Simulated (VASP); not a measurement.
Set up this calculation in VASP 6.6.1, as the native input.

| Property | Result |
| --- | --- |
| Task | relaxation of cell and atoms |
| Functional | PBEsol |
| Potentials or basis | VASP PAW PBE potentials, release 64 (Bi_d) |
| Cutoff | 600 eV |
| k mesh | 6 × 6 × 6 |
| Occupations | gaussian, width 0.1 eV |
| Spin | no spin polarisation |
| Dipole correction | no |
| Further INCAR settings | ALGO = Normal; EDIFF = 1e-07; IBRION = 2; EDIFFG = -0.04; NSW = 90; ISIF = 3 |

The structure of Bi lies in POSCAR:

```
Bi
1.0
    0.0000000000      2.6228611384      2.6228611384
    2.6228611384      0.0000000000      2.6228611384
    2.6228611384      2.6228611384      0.0000000000
Bi
1
Direct
    0.0000000000      0.0000000000      0.0000000000
```

The input as run:

INCAR

```
SYSTEM = Bi
ALGO     = Normal         ! electronic algorithm
EDIFF    = 1E-7           ! SCF threshold, eV
EDIFFG   = -0.04          ! ionic threshold
ENCUT    = 600            ! plane-wave cutoff, eV
GGA      = PS             ! functional
IBRION   = 2              ! ionic algorithm
ISIF     = 3              ! what is computed and relaxed
ISMEAR   = 0              ! smearing method
LASPH    = .TRUE.         ! aspherical terms in the spheres
LCHARG   = .FALSE.        ! write CHGCAR
LREAL    = .FALSE.        ! projectors in reciprocal space
LWAVE    = .FALSE.        ! write WAVECAR
NELM     = 80             ! most SCF steps
NSW      = 90             ! ionic steps
PREC     = Accurate       ! precision mode
SIGMA    = 0.1            ! smearing width, eV
```

KPOINTS

```
k-points
0
G
  6 6 6
  0 0 0
```

Potentials or basis: VASP PAW PBE potentials, release 64 (Bi_d).

Launch:

```bash
$ cat potpaw_PBE.64/Bi_d/POTCAR > POTCAR
$ mpirun -np 1 vasp_std > vasp.out
```

Results of the run:

- Relaxed volume: 30.11 Å³/atom
- Relaxed cell: a = 3.492 Å, b = 3.492 Å, c = 3.492 Å, α = 60.00°, β = 60.00°, γ = 60.00°
- Space group after relaxing (to 0.05 Å): Fm-3m (No. 225)
- Energy gained by relaxing: 164.2 meV/atom
- Ionic steps: 3
- Pressure after relaxing: 0.0 GPa

Caveat: the volume moved by over 15 % at a fixed basis, so the end points are rough; the PAW data sets were made with another functional, which shifts forces and pressure a little.

It took 10 s on 1 thread of Intel(R) Xeon(R) 6975P-C (Granite Rapids), with other jobs on the host, peak memory 0.17 GiB.
